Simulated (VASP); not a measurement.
# SnO (P4/nmm) in VASP: notebook

SnO is run at these levels: LDA; tasks: relaxation of cell and atoms, single point.

All numbers are computed with VASP 6.6.1; they aren't measurements. Logs are shortened: lines on timing, memory, paths and dates and some standing lists are left out, and cuts for length are marked.

### Step 1. The cell of the first run

Symmetry: P4/nmm, No. 129, tetragonal system. Conventional cell: a = 3.768 Å, b = 3.768 Å, c = 4.657 Å, α = 90.00°, β = 90.00°, γ = 90.00°. Sn (site symmetry 4mm) has 4 O at 2.20 Å within 2.9 Å. O (site symmetry -4m2) has 4 Sn at 2.20 Å and 4 O at 2.66 Å within 2.9 Å.

### Step 2. Relaxation of cell and atoms, LDA

The input, INCAR:

```
PREC = Accurate
ENCUT = 600
EDIFF = 1E-6
ISMEAR = 0
SIGMA = 0.1
LREAL = F
LASPH = T
NELM = 60
ALGO = Normal
ISIF = 3
LWAVE = F
LCHARG = F
IBRION = 2
NSW = 100
EDIFFG = -0.005
```

The input, KPOINTS:

```
regular mesh
0
Gamma
  12 12 10
```

The input, POSCAR:

```
SnO
1.0
    3.7679063084      0.0000000000      0.0000000000
    0.0000000000      3.7679063084      0.0000000000
    0.0000000000      0.0000000000      4.6568042807
Sn O
2 2
Direct
    0.0000000000      0.5000000000      0.2454765761
    0.5000000000      0.0000000000      0.7545234239
    0.0000000000      0.0000000000      0.0000000000
    0.5000000000      0.5000000000      0.0000000000
```

Potentials or basis: VASP PAW LDA potentials, release 64 (Sn_d, O).

Started as:

```bash
$ cat potpaw_LDA.64/Sn_d/POTCAR potpaw_LDA.64/O/POTCAR > POTCAR
$ mpirun -np 1 vasp_std > vasp.out
```

OUTCAR:

```text
PREC = Accurate
   ENCUT = 600
   EDIFF = 1E-6
   ISMEAR = 0
   LREAL = F
   LASPH = T
   NELM = 60
   ISIF = 3
   IBRION = 2
   NSW = 100
   EDIFFG = -0.005

 ion  position               nearest neighbor table
   1  0.000  0.500  0.245-   3 2.20   4 2.20   3 2.20   4 2.20   2 3.51   2 3.51   2 3.51   2 3.51
                             2 3.57   2 3.57   2 3.57   2 3.57
   2  0.500  0.000  0.755-   3 2.20   4 2.20   4 2.20   3 2.20   1 3.51   1 3.51   1 3.51   1 3.51
                             1 3.57   1 3.57   1 3.57   1 3.57
   3  0.000  0.000  0.000-   1 2.20   2 2.20   1 2.20   2 2.20
   4  0.500  0.500  0.000-   1 2.20   2 2.20   2 2.20   1 2.20

  LATTYP: Found a simple tetragonal cell.
 ALAT       =     3.7679063084
 C/A-ratio  =     1.2359129712

  Lattice vectors:

 A1 = (   3.7679063084,   0.0000000000,   0.0000000000)
 A2 = (   0.0000000000,   3.7679063084,   0.0000000000)
 A3 = (   0.0000000000,   0.0000000000,   4.6568042807)

Analysis of symmetry for initial positions (statically):
=====================================================================
 Subroutine PRICEL returns:
 Original cell was already a primitive cell.

 Routine SETGRP: Setting up the symmetry group for a
 simple tetragonal supercell.

 Subroutine GETGRP returns: Found 16 space group operations
 (whereof  8 operations were pure point group operations)
 out of a pool of 16 trial point group operations.

The static configuration has the point symmetry D_2d.
 The point group associated with its full space group is D_4h.

Analysis of symmetry for dynamics (positions and initial velocities):
=====================================================================
 Subroutine PRICEL returns:
 Original cell was already a primitive cell.

 Routine SETGRP: Setting up the symmetry group for a
 simple tetragonal supercell.

 Subroutine GETGRP returns: Found 16 space group operations
 (whereof  8 operations were pure point group operations)
 out of a pool of 16 trial point group operations.

The dynamic configuration has the point symmetry D_2d.
 The point group associated with its full space group is D_4h.

 Subroutine INISYM returns: Found 16 space group operations
 (whereof  8 operations are pure point group operations),
 and found     1 'primitive' translations

----------------------------------------------------------------------------------------

                                     Primitive cell

  volume of cell :      66.1132

  direct lattice vectors                    reciprocal lattice vectors
     3.767906308  0.000000000  0.000000000     0.265399380  0.000000000  0.000000000
     0.000000000  3.767906308  0.000000000     0.000000000  0.265399380  0.000000000
     0.000000000  0.000000000  4.656804281     0.000000000  0.000000000  0.214739538

  length of vectors
     3.767906308  3.767906308  4.656804281     0.265399380  0.265399380  0.214739538

  position of ions in fractional coordinates (direct lattice)
     0.000000000  0.500000000  0.245476576
     0.500000000  0.000000000  0.754523424
     0.000000000  0.000000000  0.000000000
     0.500000000  0.500000000  0.000000000

  ion indices of the primitive-cell ions
   primitive index   ion index
                 1           1
                 2           2
                 3           3
                 4           4

----------------------------------------------------------------------------------------

 KPOINTS: regular mesh

Automatic generation of k-mesh.
 Grid dimensions read from file:
 generate k-points for:   12   12   10

 Generating k-lattice:

  Cartesian coordinates                     Fractional coordinates (reciprocal lattice)
     0.022116615  0.000000000  0.000000000     0.083333333  0.000000000  0.000000000
     0.000000000  0.022116615  0.000000000     0.000000000  0.083333333  0.000000000
     0.000000000  0.000000000  0.021473954     0.000000000  0.000000000  0.100000000

  Length of vectors
     0.022116615  0.022116615  0.021473954

  Shift w.r.t. Gamma in fractional coordinates (k-lattice)
     0.000000000  0.000000000  0.000000000

 Subroutine IBZKPT returns following result:
 ===========================================

 Found    168 irreducible k-points:

 Following reciprocal coordinates:
            Coordinates               Weight
  0.000000  0.000000  0.000000      1.000000
  0.083333  0.000000  0.000000      4.000000
  0.166667  0.000000  0.000000      4.000000
  0.250000  0.000000  0.000000      4.000000
  0.333333  0.000000  0.000000      4.000000
  0.416667  0.000000  0.000000      4.000000
[... 16 lines left out ...]
  0.333333  0.333333  0.000000      4.000000
  0.416667  0.333333  0.000000      8.000000
 [... further k-points ...]
   k-points           NKPTS =    168   k-points in BZ     NKDIM =    168   number of bands    NBANDS=     24
   number of dos      NEDOS =    301   number of ions     NIONS =      4
   total plane-waves  NPLWV =  36000
   dimension x,y,z NGX =    30 NGY =   30 NGZ =   40
   dimension x,y,z NGXF=    60 NGYF=   60 NGZF=   80
   ions per type =               2   2
   NGX,Y,Z   is equivalent  to a cutoff of  13.24, 13.24, 14.28 a.u.
   NGXF,Y,Z  is equivalent  to a cutoff of  26.47, 26.47, 28.56 a.u.
 SYSTEM =  unknown system
   PREC   = accura    normal or accurate (medium, high low for compatibility)
   ISTART =      0    job   : 0-new  1-cont  2-samecut
   ICHARG =      2    charge: 1-file 2-atom 10-const
   ISPIN  =      1    spin polarized calculation?
   LNONCOLLINEAR =      F non collinear calculations
   LSORBIT =      F    spin-orbit coupling
   LASPH  =      T    aspherical Exc in radial PAW
   ENCUT  =  600.0 eV  44.10 Ry    6.64 a.u.   7.53  7.53  9.30*2*pi/ulx,y,z
   NELM   =     60;   NELMIN=  2; NELMDL= -5     # of ELM steps
   EDIFF  = 0.1E-05   stopping-criterion for ELM
   LREAL  =      F    real-space projection
   EDIFFG = -.5E-02   stopping-criterion for IOM
   NSW    =    100    number of steps for IOM
   IBRION =      2    ionic relax: 0-MD 1-quasi-New 2-CG
   NFREE  =      1    steps in history (QN), initial steepest desc. (CG)
   ISIF   =      3    stress and relaxation
   ISYM   =      2    0-nonsym 1-usesym 2-fastsym
   POTIM  = 0.5000    time-step for ionic-motion
   TEBEG  =    0.0;   TEEND  =   0.0 temperature during run
   PSTRESS=    0.0 pullay stress
   NELECT =      40.0000    total number of electrons
   NUPDOWN=      -1.0000    fix difference up-down
   EMIN   =  10.00;   EMAX   =-10.00  energy-range for DOS
   EFERMI =   0.00;   METHOD = LEGACY
   ISMEAR =     0;   SIGMA  =   0.10  broadening in eV -4-tet -1-fermi 0-gaus
   EFERMI_NEDOS =   21; number of points for ismear=-14 and -15
   IALGO  =     38    algorithm
   IMIX   =      4    mixing-type and parameters
     AMIX     =   0.40;   BMIX     =  1.00
     AMIX_MAG =   1.60;   BMIX_MAG =  1.00
  volume/ion in A,a.u.               =      16.53       111.54
  Fermi-wavevector in a.u.,A,eV,Ry     =   1.384625  2.616561 26.084897  1.917186
  Thomas-Fermi vector in A             =   2.509111
   LORBIT       =      0    0 simple, 1 ext, 2 COOP (PROOUT), +10 PAW based schemes
   GGA     = CA    functional components
   LHFCALC =     F    Hartree Fock is set to
   AEXX    =    0.0000 exact exchange contribution
   IVDW    =     0    specifies the selected vdW correction
   LEPSILON=     F    determine dielectric tensor
   LRPA    =     F    only Hartree local field effects (RPA)
 conjugate gradient relaxation of ions
 non-spin polarized calculation
 Gauss-broadening in eV      SIGMA  =   0.10
  energy-cutoff  :      600.00
  volume of cell :       66.11
 maximum number of plane-waves:      2236
   NGX = 15   NGY = 15   NGZ = 19

--------------------------------------- Ionic step        1  -------------------------------------------

 number of electron      40.0000018 magnetization

 Free energy of the ion-electron system (eV)
  ---------------------------------------------------
  ext. energy  EPLUGINS =         0.00000000
  ---------------------------------------------------
  free energy    TOTEN  =       -25.73646489 eV

  energy without entropy =      -25.73538598  energy(sigma->0) =      -25.73592543

------------------------ aborting loop because EDIFF is reached ----------------------------------------

  FORCE on cell =-STRESS in cart. coord.  units (eV):
  Direction    XX          YY          ZZ          XY          YZ          ZX
  --------------------------------------------------------------------------------------
  -------------------------------------------------------------------------------------
  Total        0.1189302      0.1189302      0.1456301      0.0000000      0.0000000      0.0000000
  in kB        2.8821364      2.8821364      3.5291770      0.0000000      0.0000000      0.0000000
  external PRESSURE =       3.0978166 kB  Pullay stress =       0.0000000 kB
[... 95 lines left out ...]
  FREE ENERGIE OF THE ION-ELECTRON SYSTEM (eV)
  ---------------------------------------------------
  free  energy   TOTEN  =       -25.7371036730 eV

  energy  without entropy=      -25.7359862544  energy(sigma->0) =      -25.73654496

[... ionic steps 4 to 8 ...]

--------------------------------------- Ionic step        9  -------------------------------------------

 number of electron      40.0000010 magnetization

------------------------ aborting loop because EDIFF is reached ----------------------------------------

  FORCE on cell =-STRESS in cart. coord.  units (eV):
  Direction    XX          YY          ZZ          XY          YZ          ZX
  --------------------------------------------------------------------------------------
  -------------------------------------------------------------------------------------
  Total       -0.0210340     -0.0210340     -0.0512724      0.0000000      0.0000000      0.0000000
  in kB       -0.5117808     -0.5117808     -1.2475129      0.0000000      0.0000000      0.0000000
  external PRESSURE =      -0.7570248 kB  Pullay stress =       0.0000000 kB
[... 61 lines left out ...]
  energy  without entropy=      -25.7361356223  energy(sigma->0) =      -25.73680493

--------------------------------------- Ionic step       11  -------------------------------------------

 number of electron      40.0000010 magnetization

 Free energy of the ion-electron system (eV)
  ---------------------------------------------------
  ext. energy  EPLUGINS =         0.00000000
  ---------------------------------------------------
  free energy    TOTEN  =       -25.73753846 eV

  energy without entropy =      -25.73619876  energy(sigma->0) =      -25.73686861

 E-fermi :   7.6827     XC(G=0): -11.0173

 val. band max:        7.6720357495   @ k =   0.0833   0.0833   0.0000
 cond. band min:       7.7225701150   @ k =   0.4167   0.4167   0.0000
 fundamental gap:      0.0505343656
 Fermi energy:         7.6826812784

 k-point     1 :       0.0000    0.0000    0.0000
  band No.  band energies     occupation
      1     -14.3712      2.00000
      2     -13.9104      2.00000
      3     -13.9104      2.00000
      4     -13.8910      2.00000
      5     -13.8479      2.00000
      6     -13.8430      2.00000
[... 637 lines left out ...]
     23      12.1411      0.00000
     24      12.4996      0.00000

 [... further k-points ...]
[... 5 lines left out ...]
  --------------------------------------------------------------------------------------
  -------------------------------------------------------------------------------------
  Total        0.0102855      0.0102855     -0.0013767      0.0000000     -0.0000000      0.0000000
  in kB        0.2504465      0.2504465     -0.0335217      0.0000000     -0.0000000      0.0000000
  external PRESSURE =       0.1557905 kB  Pullay stress =       0.0000000 kB
[... 19 lines left out ...]
  FREE ENERGIE OF THE ION-ELECTRON SYSTEM (eV)
  ---------------------------------------------------
  free  energy   TOTEN  =       -25.7375384602 eV

  energy  without entropy=      -25.7361987620  energy(sigma->0) =      -25.73686861

 reached required accuracy - stopping structural energy minimisation
```

Wall time 15 min (1 thread of Intel Xeon Platinum 8559C (Emerald Rapids), shared host); peak memory 0.38 GiB.

What came out:

```
Free energy                            : -25.7375 eV
Relaxed volume                         : 16.45 Å³/atom
Relaxed cell                           : a = 3.767 Å, b = 3.767 Å, c = 4.637 Å, α = 90.00°, β = 90.00°, γ = 90.00°
Space group after relaxing (to 0.05 Å) : P4/nmm (No. 129)
Energy gained by relaxing              : 0.3 meV/atom
Ionic steps                            : 11
Pressure after relaxing                : 0.0 GPa
Band gap on the k mesh                 : zero (band 20 reaches 7.67 eV, above the bottom of band 21 at 7.40 eV)
```

The path:
```tsv
step	energy change (eV)	largest force (eV/Å)	pressure (GPa)	volume (Å³)
1	0.0000	0.1317	0.31	66.11
2	-0.0002	0.0605	-0.56	66.42
3	-0.0006	0.0265	-0.17	66.28
4	-0.0008	0.0154	-0.09	66.16
5	-0.0009	0.0101	-0.03	66.07
6	-0.0009	0.0004	0.05	65.89
7	-0.0009	0.0063	0.01	65.97
8	-0.0010	0.0027	-0.01	65.93
9	-0.0011	0.0158	-0.08	65.85
10	-0.0010	0.0283	0.17	65.70
11	-0.0011	0.0019	0.02	65.80
```

Final structure:
```
Sn O
1.0
     3.76686    0.00000    0.00000
     0.00000    3.76686    0.00000
     0.00000    0.00000    4.63725
Sn O
2 2
Direct
  0.00000 0.50000 0.24787
  0.50000 0.00000 0.75213
  0.00000 0.00000 0.00000
  0.50000 0.50000 0.00000
```

Caveat: spin-orbit coupling is left out, which moves the levels of the heavy elements.

### Step 3. Single point, LDA

The input, INCAR:

```
ALGO = Normal ; EDIFF = 1E-7
ENCUT = 520 ; GGA = CA
ISIF = 2 ; ISMEAR = 0
LASPH = T ; LCHARG = F
LREAL = F ; LWAVE = F
NBANDS = 28 ; NELM = 80
PREC = Accurate ; SIGMA = 0.15
```

The input, KPOINTS:

```
k-points
0
Gamma
  10 10 8
```

The input, POSCAR:

```
SnO
1.0
    3.7668771934      0.0000000000      0.0000000000
    0.0000000000      3.7668771934      0.0000000000
    0.0000000000      0.0000000000      4.6553197995
Sn O
2 2
Direct
    0.0000000000      0.5000000000      0.2457459271
    0.5000000000      0.0000000000      0.7542540729
    0.0000000000      0.0000000000      0.0000000000
    0.5000000000      0.5000000000      0.0000000000
```

Potentials or basis: VASP PAW LDA potentials, release 64 (Sn_d, O).

Started as:

```bash
$ cat potpaw_LDA.64/Sn_d/POTCAR potpaw_LDA.64/O/POTCAR > POTCAR
$ mpirun -np 1 vasp_std > vasp.out
```

It took 74 s on 1 thread of AMD EPYC 9R45 (Zen 5), shared host; peak memory 0.23 GiB.

The run converged. Its results:

```
Free energy            : -25.7323 eV
Pressure               : 0.4 GPa
Largest force          : 0.128 eV/Å
Band gap on the k mesh : zero (band 20 reaches 7.62 eV, above the bottom of band 21 at 7.41 eV)
```

Forces in eV/Å, atoms in the order of the input:
```
Sn   0.000  0.000  0.128
Sn   0.000  0.000 -0.128
O    0.000  0.000  0.000
O    0.000  0.000  0.000
```

Levels at points of the mesh, in eV from the Fermi level:
| k point | band 18 | band 19 | band 20 | band 21 | band 22 | band 23 |
| --- | --- | --- | --- | --- | --- | --- |
| (0.00, 0.00, 0.00) | -3.42 | -3.42 | -0.08 | 2.21 | 4.45 | 4.45 |
| (0.50, 0.00, 0.00) | -5.18 | -2.99 | -2.99 | 3.29 | 3.29 | 5.79 |
| (0.50, 0.50, 0.00) | -2.72 | -2.01 | -2.01 | -0.27 | -0.27 | 4.37 |
| (0.00, 0.00, 0.50) | -3.43 | -2.86 | -2.37 | 1.46 | 2.57 | 2.57 |
| (0.50, 0.00, 0.50) | -5.12 | -1.88 | -1.88 | 2.69 | 2.69 | 5.20 |
| (0.50, 0.50, 0.50) | -3.00 | -2.73 | -2.73 | 2.18 | 2.18 | 4.27 |

Caveat: spin-orbit coupling is left out, which moves the levels of the heavy elements.
